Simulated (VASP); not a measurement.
C: single point with PBEsol

C:

```xyz
4
Lattice="2.4589 0.0000 0.0000 -1.2294 2.1295 0.0000 0.0000 0.0000 6.9782" Properties=species:S:1:pos:R:3 pbc="T T T"
C     0.0000    0.0000    1.7445
C     0.0000    0.0000    5.2336
C     0.0000    1.4196    1.7445
C     1.2294    0.7098    5.2336
```

This cell differs from its parent crystal: strain along c alone, the other axes held: -4.5 %.

| Quantity | Value |
| --- | --- |
| Program | VASP 6.6.1 |
| Task | single point |
| Functional | PBEsol |
| Potentials or basis | VASP PAW PBE potentials, release 64 (C) |
| Cutoff | 520 eV |
| k mesh | 24 × 24 × 8 |
| Occupations | gaussian, width 0.1 eV |
| Spin | no spin polarisation |

The pressure is 0.8 GPa and the band gap on the k mesh is zero (band 8 reaches 4.31 eV, above the bottom of band 9 at 4.29 eV).

Stress tensor (GPa, compression positive):
```
0.96 0.00 0.00
0.00 0.96 0.00
0.00 0.00 0.43
```

Levels at points of the mesh, in eV from the Fermi level:
```tsv
k point	band 4	band 5	band 6	band 7	band 8	band 9	band 10	band 11	band 12	band 13
(0.00, 0.00, 0.00)	-6.82	-2.98	-2.98	-2.97	-2.97	3.74	8.35	8.35	8.39	8.39
(0.50, 0.00, 0.00)	-13.23	-6.42	-6.38	-2.70	-2.14	1.47	2.07	7.30	7.60	10.92
(0.00, 0.00, 0.50)	-7.72	-2.97	-2.97	-2.97	-2.97	6.10	6.10	8.37	8.37	8.37
(0.50, 0.00, 0.50)	-13.27	-6.40	-6.40	-2.38	-2.38	1.63	1.63	7.45	7.45	12.18
```

Run time: 100 s on 1 thread of AMD EPYC 7R13 Processor (Zen 3) (shared host), peak memory 0.21 GiB.

Caveat: the cell differs from its parent crystal (strain along c alone, the other axes held: -4.5 %); the PAW data sets were made with another functional, which shifts forces and pressure a little; this functional lacks dispersion, which binds the layers, so the pressure and a relaxed spacing across them are unreliable.
